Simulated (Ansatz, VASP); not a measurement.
**One calculation of Be4ZnTe, two programs**

The input INCAR:

```
PREC     = Accurate       # precision mode
ENCUT    = 600            # plane-wave cutoff, eV
EDIFF    = 1E-7           # SCF threshold, eV
ISMEAR   = 0              # smearing method
SIGMA    = 0.2            # smearing width, eV
LREAL    = F              # projectors in reciprocal space
LASPH    = T              # aspherical terms in the spheres
NELM     = 120            # most SCF steps
ALGO     = Normal         # electronic algorithm
ISIF     = 3              # what is computed and relaxed
LWAVE    = F              # write WAVECAR
LCHARG   = F              # write CHGCAR
GGA      = PE             # functional
IBRION   = 2              # ionic algorithm
NSW      = 36             # ionic steps
EDIFFG   = -0.08          # ionic threshold
GGA_COMPAT= F            
NELMIN   = 4
```

The input KPOINTS:

```
Automatic mesh
0
Gamma
  5 5 3
```

The input POSCAR:

```
Be4ZnTe
1.0
    3.9700000000      0.0000000000      0.0000000000
   -1.9850000000      3.4381208500      0.0000000000
    0.0000000000      0.0000000000      5.6000000000
Be Zn Te
4 1 1
Direct
    0.9999666700      0.3332333300      0.6000000000
    0.3333333300      0.6666666700      0.8600000000
    0.6667666700      0.6667333300      0.6000000000
    0.3332666700      0.0000333300      0.6000000000
    0.6666666700      0.3333333300      0.2500000000
    0.0000000000      0.0000000000      0.0000000000
```

Input for Ansatz:

```yaml
crystal:
  lattice:
    - [3.97, 0.0, 0.0]
    - [-1.985, 3.43812085, 0.0]
    - [0.0, 0.0, 5.6]
  atoms:
    - { symbol: Be, position: [0.99996667, 0.33323333, 0.6] }
    - { symbol: Be, position: [0.33333333, 0.66666667, 0.86] }
    - { symbol: Be, position: [0.66676667, 0.66673333, 0.6] }
    - { symbol: Be, position: [0.33326667, 3.333e-05, 0.6] }
    - { symbol: Zn, position: [0.66666667, 0.33333333, 0.25] }
    - { symbol: Te, position: [0.0, 0.0, 0.0] }
basis:
  ecutwfc: 420
kpoints:
  mp_grid: { grid: [5, 5, 3] }
hamiltonian:
  xc: pbe
scf:
  occupations: { method: gaussian, width: 0.2 }
  lower_state_search: "off"
output:
  forces: true
  stress: true
  eigenvalues: true
relax:
  adjacent_minimum: "off"
  f_tol: 0.08
  max_steps: 16
  cell: { stress_tol: 0.8 }
```

Alike in both runs: task relaxation of cell and atoms; functional PBE; k mesh 5 × 5 × 3; occupations gaussian, width 0.2 eV; no spin polarisation.

```csv
,VASP,Ansatz
version,VASP 6.6.1,Ansatz 0.2.0
potentials or method,"VASP PAW PBE potentials, release 64 (Be, Zn, Te), cutoff 600 eV","scalar-relativistic, plane waves, PAW"
valence electrons in the cell,26,36
```

|  | VASP | Ansatz | Ansatz less VASP |
| --- | --- | --- | --- |
| gap on the k mesh at the Fermi level, each at its own relaxed structure (eV) | none | none | - |
| relaxed volume (Å³/atom) | 14.67 | 14.69 | +0.020 |
| relaxed length of the cell vector where the two differ most in proportion (Å) | 7.106 | 7.115 | +0.0090 |

A gap of «none» marks a metal or a gap that the smearing closes. VASP's potentials hold 26 valence electrons a cell and Ansatz's 36, so a difference there can come from the potentials and not from the codes.

The k mesh is coarse, so the values compare programs but aren't converged. Neither program's run includes spin-orbit coupling. Noted on VASP's run: the volume moved by over 15 % at a fixed basis, so the end points are rough.
